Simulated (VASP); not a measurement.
# Sn2TeS (P6_3mc) in VASP: notebook, part 2 of 2

VASP 6.6.1.

### 3 Single point, PBE (29.64 Å³/atom)

This run uses another cell than the first one, of 29.64 Å³/atom.

File INCAR:

```
SYSTEM = Sn2TeS
PREC = Accurate ; ENCUT = 520
EDIFF = 1E-6 ; ISMEAR = 0
SIGMA = 0.01 ; LREAL = .False.
LASPH = .True. ; NELM = 80
ALGO = Normal ; ISIF = 2
LWAVE = .False. ; LCHARG = .True.
GGA = PE ; LELF = .True.
LVHAR = .True. ; NBANDS = 50
```

File KPOINTS:

```
Automatic mesh
0
Gamma
  12 12 4
  0 0 0
```

File POSCAR:

```
Sn2TeS
1.0
    4.2352765871      0.0000000000      0.0000000000
   -2.1176382936      3.6678571165      0.0000000000
    0.0000000000      0.0000000000     15.2643747137
Sn Te S
4 2 2
Direct
    0.3333333333      0.6666666667      0.6214695481
    0.6666666667      0.3333333333      0.1214695481
    0.6666666667      0.3333333333      0.3535006298
    0.3333333333      0.6666666667      0.8535006298
    0.0000000000      0.0000000000      0.0068735481
    0.0000000000      0.0000000000      0.5068735481
    0.3333333333      0.6666666667      0.2681596699
    0.6666666667      0.3333333333      0.7681596699
```

Potentials or basis: VASP PAW PBE potentials, release 64 (Sn_d, Te, S).

The run is started by

```sh
cat potpaw_PBE.64/Sn_d/POTCAR potpaw_PBE.64/Te/POTCAR potpaw_PBE.64/S/POTCAR > POTCAR
mpirun -np 1 vasp_std > vasp.out
```

OUTCAR:

```text
SYSTEM = Sn2TeS
   PREC = Accurate
   ENCUT = 520
   EDIFF = 1E-6
   ISMEAR = 0
   LREAL = .False.
   LASPH = .True.
   NELM = 80
   ISIF = 2
   GGA = PE

 ion  position               nearest neighbor table
   1  0.333  0.667  0.621-   6 3.01   6 3.01   6 3.01   4 3.54
   2  0.667  0.333  0.121-   5 3.01   5 3.01   5 3.01   3 3.54
   3  0.667  0.333  0.354-   7 2.77   7 2.77   7 2.77   6 3.39   6 3.39   6 3.39   2 3.54
   4  0.333  0.667  0.854-   8 2.77   8 2.77   8 2.77   5 3.39   5 3.39   5 3.39   1 3.54
   5  0.000  0.000  0.007-   2 3.01   2 3.01   2 3.01   4 3.39   4 3.39   4 3.39
   6  0.000  0.000  0.507-   1 3.01   1 3.01   1 3.01   3 3.39   3 3.39   3 3.39
   7  0.333  0.667  0.268-   3 2.77   3 2.77   3 2.77
   8  0.667  0.333  0.768-   4 2.77   4 2.77   4 2.77

  LATTYP: Found a hexagonal cell.
 ALAT       =     4.2352765871
 C/A-ratio  =     3.6041033920

  Lattice vectors:

 A1 = (   4.2352765871,   0.0000000000,   0.0000000000)
 A2 = (  -2.1176382936,   3.6678571165,   0.0000000000)
 A3 = (   0.0000000000,   0.0000000000,  15.2643747137)

Analysis of symmetry for initial positions (statically):
[... 198 lines left out ...]
      2     -15.7074      2.00000
      3     -15.7004      2.00000
      4     -15.7004      2.00000
      5     -15.7001      2.00000
      6     -15.7001      2.00000
[... 1261 lines left out ...]
     49       9.6559      0.00000
     50      10.0415      0.00000

 [... further k-points ...]

------------------------ aborting loop because EDIFF is reached ----------------------------------------

  FORCE on cell =-STRESS in cart. coord.  units (eV):
  Direction    XX          YY          ZZ          XY          YZ          ZX
  --------------------------------------------------------------------------------------
  -------------------------------------------------------------------------------------
  Total        1.3227193      1.3227193      1.2331441     -0.0000000      0.0000000      0.0000000
  in kB        8.9372736      8.9372736      8.3320372     -0.0000000      0.0000000      0.0000000
  external PRESSURE =       8.7355282 kB  Pullay stress =       0.0000000 kB

 VOLUME and BASIS-vectors are now :
 -----------------------------------------------------------------------------
  energy-cutoff  :      520.00
  volume of cell :      237.12
      direct lattice vectors                 reciprocal lattice vectors
     4.235276587  0.000000000  0.000000000     0.236112088  0.136319378  0.000000000
    -2.117638294  3.667857117  0.000000000     0.000000000  0.272638756  0.000000000
     0.000000000  0.000000000 15.264374714     0.000000000  0.000000000  0.065512019

 POSITION                                       TOTAL-FORCE (eV/Angst)
 -----------------------------------------------------------------------------------
     -0.00000      2.44524      9.48634         0.000000     -0.000000      0.017525
      2.11764      1.22262      1.85416        -0.000000     -0.000000      0.017525
      2.11764      1.22262      5.39597         0.000000      0.000000      0.006473
     -0.00000      2.44524     13.02815         0.000000      0.000000      0.006473
      0.00000      0.00000      0.10492         0.000000      0.000000     -0.014714
      0.00000      0.00000      7.73711        -0.000000     -0.000000     -0.014714
     -0.00000      2.44524      4.09329         0.000000      0.000000     -0.009284
      2.11764      1.22262     11.72548        -0.000000     -0.000000     -0.009284
 -----------------------------------------------------------------------------------
    total drift:                                0.000000      0.000000      0.000874

  FREE ENERGIE OF THE ION-ELECTRON SYSTEM (eV)
  ---------------------------------------------------
  free  energy   TOTEN  =       -32.2876091123 eV

  energy  without entropy=      -32.2875502562  energy(sigma->0) =      -32.28757968
```

OSZICAR:

```text
N       E                     dE             d eps       ncg     rms          rms(c)
DAV:   1     0.835907665793E+03    0.83591E+03   -0.36080E+04  6088   0.197E+03
DAV:   2     0.112002618643E+03   -0.72391E+03   -0.70176E+03  5724   0.563E+02
DAV:   3    -0.227061093297E+02   -0.13471E+03   -0.12759E+03  6756   0.196E+02
DAV:   4    -0.328341028228E+02   -0.10128E+02   -0.99206E+01  6716   0.529E+01
DAV:   5    -0.332270435416E+02   -0.39294E+00   -0.39155E+00  7784   0.110E+01    0.102E+01
DAV:   6    -0.322358639078E+02    0.99118E+00   -0.18220E+00  7734   0.650E+00    0.689E+00
DAV:   7    -0.322944569029E+02   -0.58593E-01   -0.10036E+00  7390   0.294E+00    0.243E+00
DAV:   8    -0.322854503021E+02    0.90066E-02   -0.69433E-02  7300   0.149E+00    0.642E-01
DAV:   9    -0.322867222042E+02   -0.12719E-02   -0.14970E-02  6576   0.606E-01    0.226E-01
DAV:  10    -0.322872995417E+02   -0.57734E-03   -0.21665E-03  8584   0.167E-01    0.146E-01
DAV:  11    -0.322876015554E+02   -0.30201E-03   -0.44171E-04  8122   0.112E-01    0.586E-02
DAV:  12    -0.322876044461E+02   -0.28907E-05   -0.82693E-05  7298   0.749E-02    0.234E-02
DAV:  13    -0.322876066201E+02   -0.21739E-05   -0.21358E-05  5828   0.269E-02    0.791E-03
DAV:  14    -0.322876086608E+02   -0.20407E-05   -0.40939E-06  5500   0.115E-02    0.407E-03
DAV:  15    -0.322876091123E+02   -0.45154E-06   -0.57820E-07  4016   0.455E-03
   1 F= -.32287609E+02 E0= -.32287580E+02  d E =-.588561E-04
```

Run time: 15 min. Hardware: 1 thread of Intel Xeon 6975P-C (Granite Rapids), shared host; peak memory 0.71 GiB.

What came out:

| Item | Value |
| --- | --- |
| Free energy | -32.2876 eV |
| Pressure | 0.9 GPa |
| Largest force | 0.018 eV/Å |
| Band gap on the k mesh | zero (bands 40 and 41 overlap by 0.02 eV) |

Forces in eV/Å, atoms in the order of the input:
```
Sn   0.000  0.000  0.018
Sn   0.000  0.000  0.018
Sn   0.000  0.000  0.006
Sn   0.000  0.000  0.006
Te   0.000  0.000 -0.015
Te   0.000  0.000 -0.015
S    0.000  0.000 -0.009
S    0.000  0.000 -0.009
```

Caveat: semilocal functionals underestimate gaps, and a narrow one can read as zero; spin-orbit coupling is left out, which moves the levels of the heavy elements.
